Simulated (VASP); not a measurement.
Set up this calculation in VASP 6.6.1, as the native input.

```yaml
Task: single point
Functional: PBE
Potentials_or_basis: VASP PAW PBE potentials, release 64 (Mo_sv)
Cutoff: 520 eV
k_mesh: 18 × 18 × 10
Occupations: fermi-dirac, width 0.1 eV
Spin: no spin polarisation
Dipole_correction: no
Further_INCAR_settings: ALGO = Normal; EDIFF = 1e-07; NBANDS = 21
```

The structure of Mo lies in POSCAR:

```
Mo
1.0
    2.3745992407      0.0000000000      0.0000000000
   -1.1872996204      2.0564632663      0.0000000000
    0.0000000000      0.0000000000      3.7783475379
Mo
2
Direct
    0.3333333333      0.6666666667      0.2500000000
    0.6666666667      0.3333333333      0.7500000000
```

This isn't the form of Mo at room conditions, which is bcc.

One way to write it, as run:

INCAR

```
ALGO = Normal
EDIFF = 1E-7
ENCUT = 520
GGA = PE
ISIF = 2
ISMEAR = -1
LASPH = T
LCHARG = F
LREAL = F
LWAVE = F
NBANDS = 21
NELM = 80
PREC = Accurate
SIGMA = 0.1
```

KPOINTS

```
k-points
0
Gamma
  18 18 10
```

Potentials or basis: VASP PAW PBE potentials, release 64 (Mo_sv).

Launch:

```sh
$ cat potpaw_PBE.64/Mo_sv/POTCAR > POTCAR
$ mpirun -np 1 vasp_std > vasp.out
```

It gave:

* Pressure: 387.1 GPa
* Band gap on the k mesh: zero (bands 14 and 15 overlap by 4.66 eV)

Caveat: the cell stands under pressure.

It took 2.1 min on 1 thread of Intel Xeon 8259CL (shared host), peak memory 0.18 GiB.
